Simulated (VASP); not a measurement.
**HfN: single point with r2SCAN**

The system is HfN.

```
CELL_PARAMETERS angstrom
3.13391 0.00000 0.00000
-1.56695 2.71404 0.00000
0.00000 0.00000 5.41677
ATOMIC_POSITIONS crystal
Hf 0.66667 0.33333 0.75000
Hf 0.33333 0.66667 0.25000
N 0.00000 0.00000 0.00000
N 0.00000 0.00000 0.50000
```

```json
{"Program": "VASP 6.6.1", "Task": "single point", "Functional": "r2SCAN", "Potentials or basis": "VASP PAW PBE potentials, release 64 (Hf_pv, N)", "Cutoff": "520 eV", "k mesh": "8 × 8 × 4", "Occupations": "methfessel-paxton, width 0.1 eV", "Spin": "no spin polarisation", "Dipole correction": "no", "Further INCAR settings": "ALGO = Normal; EDIFF = 1e-07; NBANDS = 23"}
```

- Pressure: 0.1 GPa
- Band gap on the k mesh: zero (band 15 reaches 9.94 eV, above the bottom of band 16 at 7.49 eV)

Stress tensor (GPa, compression positive):
```
 0.32  0.00  0.00
 0.00  0.32  0.00
 0.00  0.00 -0.40
```

Levels at points of the mesh, in eV from the Fermi level:
| k point | band 13 | band 14 | band 15 | band 16 | band 17 | band 18 |
| --- | --- | --- | --- | --- | --- | --- |
| (0.00, 0.00, 0.00) | -3.72 | -1.82 | -0.28 | 1.05 | 1.05 | 1.38 |
| (0.50, 0.00, 0.00) | -3.40 | -2.71 | -2.54 | 2.66 | 3.11 | 4.84 |
| (0.00, 0.00, 0.50) | -4.50 | -4.50 | 2.16 | 2.16 | 3.25 | 3.25 |
| (0.50, 0.00, 0.50) | -4.62 | -4.62 | -0.16 | -0.16 | 5.12 | 5.12 |

It took 68 s on 1 thread of Intel(R) Xeon(R) Platinum 8488C (Sapphire Rapids), with other jobs on the host, peak memory 0.18 GiB.

Caveat: the PAW data sets were made with another functional, which shifts forces and pressure a little; spin-orbit coupling is left out, which moves the levels of the heavy elements.
